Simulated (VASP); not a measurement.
Input of a VASP 6.6.1 run:

POSCAR

```
NaCl
1.0
    0.0000000000      2.8026987877      2.8026987877
    2.8026987877      0.0000000000      2.8026987877
    2.8026987877      2.8026987877      0.0000000000
Na Cl
1 1
Direct
    0.0000000000      0.0000000000      0.0000000000
    0.5000000000      0.5000000000      0.5000000000
```

Contents of INCAR.step1:

```
SYSTEM = NaCl
PREC = Accurate
ENCUT = 520
ISMEAR = 0
SIGMA = 0.01
LREAL = .False.
LASPH = .True.
NELM = 100
NBANDS = 14
GGA = PE
ALGO = Normal
EDIFF = 1E-4
LWAVE = .True.
LCHARG = .False.
```

INCAR.step2

```
SYSTEM = NaCl
PREC = Accurate
ENCUT = 520
EDIFF = 1E-6
ISMEAR = 0
SIGMA = 0.01
LREAL = .False.
LASPH = .True.
NELM = 100
ALGO = Normal
ISIF = 2
LWAVE = .False.
LCHARG = .False.
METAGGA = R2SCAN
LMIXTAU = .True.
NBANDS = 14
ISTART = 1
```

Contents of KPOINTS:

```
Automatic mesh
0
Gamma
  6 6 6
  0 0 0
```

Potentials or basis: VASP PAW PBE potentials, release 64 (Na_pv, Cl).

Launch:

```bash
$ cat potpaw_PBE.64/Na_pv/POTCAR potpaw_PBE.64/Cl/POTCAR > POTCAR
$ cp INCAR.step1 INCAR
$ mpirun -np 1 vasp_std > vasp.out
$ cp INCAR.step2 INCAR
$ mpirun -np 1 vasp_std > vasp.out
```

(1) Predict the pressure.

(2) Estimate the band gap on the k mesh.

## Answers

(1) -0.1 GPa.

(2) 6.00 eV.

Caveat: the PAW data sets were made with another functional, which shifts forces and pressure a little.
